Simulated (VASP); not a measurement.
Wanted: the native input for a VASP 6.6.1 run.

- Task: single point
- Functional: PBEsol
- Potentials or basis: VASP PAW PBE potentials, release 64 (Mn_pv, S)
- Cutoff: 520 eV
- k mesh: 9 × 9 × 9
- Occupations: fermi-dirac, width 0.05 eV
- Spin: collinear spin, ferromagnetic start
- Starting moments: [4.0, 0.0] μB
- Hubbard terms: Mn d U = 5.0 eV
- Dipole correction: no
- Further INCAR settings: ALGO = Normal; EDIFF = 1e-06; NBANDS = 20

The structure of MnS lies in POSCAR:

```
MnS
1.0
    0.0000000000      2.8437527033      2.8437527033
    2.8437527033      0.0000000000      2.8437527033
    2.8437527033      2.8437527033      0.0000000000
Mn S
1 1
Direct
    0.0000000000      0.0000000000      0.0000000000
    0.7500000000      0.7500000000      0.7500000000
```

These files were run (other wordings do the same):

INCAR

```
SYSTEM = MnS
ALGO = Normal ; EDIFF = 1E-6
ENCUT = 520 ; GGA = PS
ISIF = 2 ; ISMEAR = -1
ISPIN = 2 ; LASPH = .True.
LCHARG = .False. ; LDAU = .True.
LDAUJ = 0 0 ; LDAUL = 2 -1
LDAUPRINT = 1 ; LDAUTYPE = 2
LDAUU = 5 0 ; LMAXMIX = 4
LORBIT = 11 ; LREAL = .False.
LWAVE = .False. ; MAGMOM = 4 0
NBANDS = 20 ; NELM = 150
PREC = Accurate ; SIGMA = 0.05
```

KPOINTS

```
k-points
0
Gamma
  9 9 9
  0 0 0
```

Potentials or basis: VASP PAW PBE potentials, release 64 (Mn_pv, S).

The run is started by

```sh
$ cat potpaw_PBE.64/Mn_pv/POTCAR potpaw_PBE.64/S/POTCAR > POTCAR
$ mpirun -np 1 vasp_std > vasp.out
```

Results of the run:

- Pressure: 0.1 GPa
- Band gap on the k mesh: 1.26 eV
- Net moment: 5.00 μB per cell
- Site moments: Mn +4.62; S +0.01 μB
- Valence electrons inside the program's atomic spheres: Mn 11.33; S 3.76

Caveat: the PAW data sets were made with another functional, which shifts forces and pressure a little; an odd mesh through Γ misses points on the zone boundary, where band edges can lie; a cell with one magnetic atom can't hold antiferromagnetic order, which such compounds often take.

It took 29 s on 1 thread of AMD EPYC 9R45 96-Core Processor (Zen 5), with other jobs on the host, peak memory 0.18 GiB.
